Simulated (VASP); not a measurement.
# BAs in VASP: further runs

The runs below take BAs through single point, with PBEsol+D4.

All numbers are computed with VASP 6.6.1; they aren't measurements. Logs are shortened: lines on timing, memory, paths and dates and some standing lists are left out, and cuts for length are marked.

## (1) The cell of the first run

The cell holds a sheet with vacuum, 2 atoms: a = 3.380 Å, b = 3.380 Å, c = 14.000 Å, α = 90.00°, β = 90.00°, γ = 120.00°.

## (2) Single point, PBEsol+D4

INCAR

```
SYSTEM = BAs
ALGO     = Normal         ! electronic algorithm
DIPOL    = 0.5 0.5 0.500
EDIFF    = 1E-6           ! SCF threshold, eV
ENCUT    = 420            ! plane-wave cutoff, eV
GGA      = PS             ! functional
GGA_COMPAT= .False.      
IDIPOL   = 3            
ISIF     = 2              ! what is computed and relaxed
ISMEAR   = 0              ! smearing method
IVDW     = 13             ! dispersion correction
LASPH    = .True.         ! aspherical terms in the spheres
LCHARG   = .False.        ! write CHGCAR
LDIPOL   = .True.       
LREAL    = .False.        ! projectors in reciprocal space
LWAVE    = .False.        ! write WAVECAR
NBANDS   = 11             ! bands
NELM     = 120            ! most SCF steps
NELMDL   = -8           
PREC     = Accurate       ! precision mode
SIGMA    = 0.03           ! smearing width, eV
```

KPOINTS

```
k-points
0
Gamma
  12 12 1
  0 0 0
```

POSCAR

```
BAs
1.0
    3.3800000000      0.0000000000      0.0000000000
   -1.6900000000      2.9271658648      0.0000000000
    0.0000000000      0.0000000000     14.0000000000
B As
1 1
Direct
    0.3333330000      0.6666670000      0.5000000000
    0.6666670000      0.3333330000      0.5000000000
```

Potentials or basis: VASP PAW PBE potentials, release 64 (B, As).

Started as:

```
cat potpaw_PBE.64/B/POTCAR potpaw_PBE.64/As/POTCAR > POTCAR
mpirun -np 1 vasp_std > vasp.out
```

OUTCAR:

```text
SYSTEM = BAs
   EDIFF = 1E-6
   ENCUT = 420
   GGA = PS
   ISIF = 2
   ISMEAR = 0
   IVDW = 13
   LASPH = .True.
   LREAL = .False.
   NELM = 120
   NELMDL = -8
   PREC = Accurate

 ion  position               nearest neighbor table
   1  0.333  0.667  0.500-   2 1.95   2 1.95   2 1.95
   2  0.667  0.333  0.500-   1 1.95   1 1.95   1 1.95

  LATTYP: Found a hexagonal cell.
 ALAT       =     3.3800000000
 C/A-ratio  =     4.1420118343

  Lattice vectors:

 A1 = (   3.3800000000,   0.0000000000,   0.0000000000)
 A2 = (  -1.6900000000,   2.9271658648,   0.0000000000)
 A3 = (   0.0000000000,   0.0000000000,  14.0000000000)

Analysis of symmetry for initial positions (statically):
=====================================================================
 Subroutine PRICEL returns:
 Original cell was already a primitive cell.

 Routine SETGRP: Setting up the symmetry group for a
 hexagonal supercell.

 Subroutine GETGRP returns: Found 12 space group operations
 (whereof 12 operations were pure point group operations)
 out of a pool of 24 trial point group operations.

The static configuration has the point symmetry D_3h.

Analysis of symmetry for dynamics (positions and initial velocities):
=====================================================================
 Subroutine PRICEL returns:
 Original cell was already a primitive cell.

 Routine SETGRP: Setting up the symmetry group for a
 hexagonal supercell.

 Subroutine GETGRP returns: Found 12 space group operations
 (whereof 12 operations were pure point group operations)
 out of a pool of 24 trial point group operations.

The dynamic configuration has the point symmetry D_3h.

 Subroutine INISYM returns: Found 12 space group operations
 (whereof 12 operations are pure point group operations),
 and found     1 'primitive' translations

----------------------------------------------------------------------------------------

                                     Primitive cell

  volume of cell :     138.5135

  direct lattice vectors                    reciprocal lattice vectors
     3.380000000  0.000000000  0.000000000     0.295857988  0.170813689  0.000000000
    -1.690000000  2.927165865  0.000000000     0.000000000  0.341627378  0.000000000
     0.000000000  0.000000000 14.000000000     0.000000000  0.000000000  0.071428571

  length of vectors
     3.380000000  3.380000000 14.000000000     0.341627378  0.341627378  0.071428571

  position of ions in fractional coordinates (direct lattice)
     0.333333000  0.666667000  0.500000000
     0.666667000  0.333333000  0.500000000

  ion indices of the primitive-cell ions
   primitive index   ion index
                 1           1
                 2           2

----------------------------------------------------------------------------------------

 KPOINTS: k-points

Automatic generation of k-mesh.
 Grid dimensions read from file:
 generate k-points for:   12   12    1

 Generating k-lattice:

  Cartesian coordinates                     Fractional coordinates (reciprocal lattice)
     0.024654832  0.014234474  0.000000000     0.083333333  0.000000000  0.000000000
     0.000000000  0.028468948  0.000000000     0.000000000  0.083333333  0.000000000
     0.000000000  0.000000000  0.071428571     0.000000000  0.000000000  1.000000000

  Length of vectors
     0.028468948  0.028468948  0.071428571

  Shift w.r.t. Gamma in fractional coordinates (k-lattice)
     0.000000000  0.000000000  0.000000000

 Subroutine IBZKPT returns following result:
 ===========================================

 Found     19 irreducible k-points:

 Following reciprocal coordinates:
            Coordinates               Weight
  0.000000  0.000000  0.000000      1.000000
  0.083333  0.000000  0.000000      6.000000
  0.166667 -0.000000  0.000000      6.000000
  0.250000 -0.000000  0.000000      6.000000
  0.333333  0.000000  0.000000      6.000000
  0.416667  0.000000  0.000000      6.000000
[... 11 lines left out ...]
  0.333333  0.250000  0.000000     12.000000
  0.333333  0.333333  0.000000      2.000000
   k-points           NKPTS =     19   k-points in BZ     NKDIM =     19   number of bands    NBANDS=     11
   number of dos      NEDOS =    301   number of ions     NIONS =      2
   total plane-waves  NPLWV =  55296
   dimension x,y,z NGX =    24 NGY =   24 NGZ =   96
   dimension x,y,z NGXF=    48 NGYF=   48 NGZF=  192
   ions per type =               1   1
   NGX,Y,Z   is equivalent  to a cutoff of  11.80, 11.80, 11.40 a.u.
   NGXF,Y,Z  is equivalent  to a cutoff of  23.61, 23.61, 22.80 a.u.
 SYSTEM =  BAs
   PREC   = accura    normal or accurate (medium, high low for compatibility)
   ISTART =      0    job   : 0-new  1-cont  2-samecut
   ICHARG =      2    charge: 1-file 2-atom 10-const
   ISPIN  =      1    spin polarized calculation?
   LNONCOLLINEAR =      F non collinear calculations
   LSORBIT =      F    spin-orbit coupling
   LASPH  =      T    aspherical Exc in radial PAW
   ENCUT  =  420.0 eV  30.87 Ry    5.56 a.u.   5.65  5.65 23.39*2*pi/ulx,y,z
   NELM   =    120;   NELMIN=  2; NELMDL= -8     # of ELM steps
   EDIFF  = 0.1E-05   stopping-criterion for ELM
   LREAL  =      F    real-space projection
   EDIFFG = 0.1E-04   stopping-criterion for IOM
   NSW    =      0    number of steps for IOM
   IBRION =     -1    ionic relax: 0-MD 1-quasi-New 2-CG
   NFREE  =      0    steps in history (QN), initial steepest desc. (CG)
   ISIF   =      2    stress and relaxation
   ISYM   =      2    0-nonsym 1-usesym 2-fastsym
   POTIM  = 0.5000    time-step for ionic-motion
   TEBEG  =    0.0;   TEEND  =   0.0 temperature during run
   PSTRESS=    0.0 pullay stress
   NELECT =       8.0000    total number of electrons
   NUPDOWN=      -1.0000    fix difference up-down
   EMIN   =  10.00;   EMAX   =-10.00  energy-range for DOS
   EFERMI =   0.00;   METHOD = LEGACY
   ISMEAR =     0;   SIGMA  =   0.03  broadening in eV -4-tet -1-fermi 0-gaus
   EFERMI_NEDOS =   21; number of points for ismear=-14 and -15
   IALGO  =     38    algorithm
   IMIX   =      4    mixing-type and parameters
     AMIX     =   0.40;   BMIX     =  1.00
     AMIX_MAG =   1.60;   BMIX_MAG =  1.00
  volume/ion in A,a.u.               =      69.26       467.37
  Fermi-wavevector in a.u.,A,eV,Ry     =   0.632811  1.195840  5.448453  0.400450
  Thomas-Fermi vector in A             =   1.696254
   LORBIT       =      0    0 simple, 1 ext, 2 COOP (PROOUT), +10 PAW based schemes
   GGA     = PS    functional components
   LHFCALC =     F    Hartree Fock is set to
   AEXX    =    0.0000 exact exchange contribution
   IVDW    =    13    specifies the selected vdW correction
   LEPSILON=     F    determine dielectric tensor
   LRPA    =     F    only Hartree local field effects (RPA)
 non-spin polarized calculation
 Gauss-broadening in eV      SIGMA  =   0.03
  energy-cutoff  :      420.00
  volume of cell :      138.51
 maximum number of plane-waves:      2725
 NGX is ok and might be reduce to    24
   NGX = 11   NGY = 11   NGZ = 47

 dipolmoment           0.000000      0.000000     -0.000000 electrons x Angstroem

 number of electron       8.0000000 magnetization

 dipolmoment           0.000000      0.000000      0.000000 electrons x Angstroem

 Free energy of the ion-electron system (eV)
  ---------------------------------------------------
  ext. energy  EPLUGINS =         0.00000000
  ---------------------------------------------------
  free energy    TOTEN  =       -11.24876095 eV

  energy without entropy =      -11.24876095  energy(sigma->0) =      -11.24876095

 E-fermi :  -2.7045     XC(G=0):  -3.0589

 val. band max:       -2.8751049533   @ k =   0.3333   0.3333   0.0000
 cond. band min:      -2.1282154176   @ k =   0.3333   0.3333   0.0000
 fundamental gap:      0.7468895357
 Fermi energy:        -2.7045490487

 k-point     1 :       0.0000    0.0000    0.0000
  band No.  band energies     occupation
      1     -16.7129      2.00000
      2      -6.8293      2.00000
      3      -4.3822      2.00000
      4      -4.3822      2.00000
      5       0.8240      0.00000
      6       1.0026      0.00000
      7       1.9244      0.00000
      8       1.9245      0.00000
      9       2.0936      0.00000
     10       2.5966      0.00000
     11       4.5411      0.00000

 k-point     2 :       0.0833    0.0000    0.0000
  band No.  band energies     occupation
      1     -16.6164      2.00000
      2      -6.7200      2.00000
      3      -5.0177      2.00000
      4      -4.5954      2.00000
      5       0.9485      0.00000
      6       1.1198      0.00000
      7       2.2085      0.00000
      8       2.2126      0.00000
      9       2.3484      0.00000
     10       2.7235      0.00000
     11       4.2323      0.00000

 k-point     3 :       0.1667   -0.0000    0.0000
  band No.  band energies     occupation
      1     -16.3304      2.00000
      2      -6.4003      2.00000
      3      -6.3949      2.00000
      4      -5.0884      2.00000
      5       0.7754      0.00000
      6       1.3335      0.00000
      7       2.5289      0.00000
      8       3.0435      0.00000
      9       3.2679      0.00000
     10       3.4603      0.00000
     11       3.4679      0.00000
[... 197 lines left out ...]
 k-point    18 :       0.3333    0.2500    0.0000
  band No.  band energies     occupation
      1     -13.9877      2.00000
      2     -10.6920      2.00000
      3      -8.5322      2.00000
      4      -3.3691      2.00000
      5      -1.6579      0.00000
      6       3.0725      0.00000
      7       3.7646      0.00000
      8       4.9135      0.00000
      9       5.6898      0.00000
     10       6.7133      0.00000
     11       6.9816      0.00000

 k-point    19 :       0.3333    0.3333    0.0000
  band No.  band energies     occupation
      1     -13.8067      2.00000
      2     -10.7421      2.00000
      3      -8.9103      2.00000
      4      -2.8751      2.00000
      5      -2.1282      0.00000
      6       3.4634      0.00000
      7       3.7664      0.00000
      8       5.5483      0.00000
      9       6.3002      0.00000
     10       6.7184      0.00000
     11       7.0922      0.00000

------------------------ aborting loop because EDIFF is reached ----------------------------------------

 vacuum level on the upper side and lower side of the slab       (xc-potential included)        -0.119        -0.119

  DFT-D4 for vdW energy calculation

  Edisp (eV):   -0.14764

  FORCE on cell =-STRESS in cart. coord.  units (eV):
  Direction    XX          YY          ZZ          XY          YZ          ZX
  --------------------------------------------------------------------------------------
  -------------------------------------------------------------------------------------
  Total      -0.45385    -0.45385    -0.00862     0.00000     0.00000     0.00000
  in kB      -5.24964    -5.24964    -0.09971     0.00000     0.00000     0.00000
  external pressure =       -3.53 kB  Pullay stress =        0.00 kB

 VOLUME and BASIS-vectors are now :
 -----------------------------------------------------------------------------
  energy-cutoff  :      420.00
  volume of cell :      138.51
      direct lattice vectors                 reciprocal lattice vectors
     3.380000000  0.000000000  0.000000000     0.295857988  0.170813689  0.000000000
    -1.690000000  2.927165865  0.000000000     0.000000000  0.341627378  0.000000000
     0.000000000  0.000000000 14.000000000     0.000000000  0.000000000  0.071428571

 POSITION                                       TOTAL-FORCE (eV/Angst)
 -----------------------------------------------------------------------------------
     -0.00000      1.95144      7.00000         0.000000      0.000000      0.000000
      1.69000      0.97572      7.00000        -0.000000      0.000000      0.000000
 -----------------------------------------------------------------------------------
    total drift:                               -0.000132      0.000076      0.000000

  FREE ENERGIE OF THE ION-ELECTRON SYSTEM (eV)
  ---------------------------------------------------
  free  energy   TOTEN  =       -11.3964038407 eV

  energy  without entropy=      -11.3964038407  energy(sigma->0) =      -11.39640384

 vacuum level on the upper side and lower side of the slab         2.030         2.030
```

Run time: 46 s. Hardware: 1 thread of Intel Xeon 8259CL, shared host; peak memory 0.23 GiB.

What came out:

```yaml
Free_energy: -11.3964 eV
Band_gap_on_the_k_mesh: 0.75 eV
Dispersion_energy_per_atom: -0.074 eV
```

Caveat: semilocal functionals underestimate gaps, and a narrow one can read as zero; the PAW data sets were made with another functional, which shifts forces and pressure a little.

## (3) Single point, PBEsol+D4

This run uses another cell than the first one.

INCAR

```
SYSTEM = BAs
PREC = Accurate ; ENCUT = 420
EDIFF = 1E-6 ; ISMEAR = 0
SIGMA = 0.03 ; LREAL = .False.
LASPH = .True. ; NELM = 120
ALGO = Normal ; ISIF = 2
LWAVE = .False. ; LCHARG = .False.
LDIPOL = .True. ; IDIPOL = 3
DIPOL = 0.5 0.5 0.294 ; GGA = PS
IVDW = 13 ; NBANDS = 11
GGA_COMPAT = .False. ; NELMDL = -8
```

KPOINTS

```
Automatic mesh
0
Gamma
  12 12 1
  0 0 0
```

POSCAR

```
BAs
1.0
    3.3562556679      0.0000000000      0.0000000000
   -1.6781278340      2.9066026700      0.0000000000
    0.0000000000      0.0000000000     23.8000000000
B As
1 1
Direct
    0.3333333333      0.6666666667      0.2941176471
    0.6666666667      0.3333333333      0.2941176471
```

Potentials or basis: VASP PAW PBE potentials, release 64 (B, As).

Started as:

```
cat potpaw_PBE.64/B/POTCAR potpaw_PBE.64/As/POTCAR > POTCAR
mpirun -np 1 vasp_std > vasp.out
```

Wall time 92 s (1 thread of Intel Xeon 8259CL, shared host); peak memory 0.29 GiB.

The run converged. Its results:

* Free energy: -11.3974 eV
* Band gap on the k mesh: 0.73 eV
* Dispersion energy per atom: -0.075 eV

Levels at points of the mesh, in eV from the valence-band top:
```
           k point  band 2  band 3  band 4  band 5  band 6  band 7
(0.00, 0.00, 0.00)   -4.04   -1.49   -1.49    3.70    4.11    4.74
(0.50, 0.00, 0.00)   -8.29   -3.62   -1.08    1.42    2.55    7.58
```

Caveat: semilocal functionals underestimate gaps, and a narrow one can read as zero; the PAW data sets were made with another functional, which shifts forces and pressure a little.
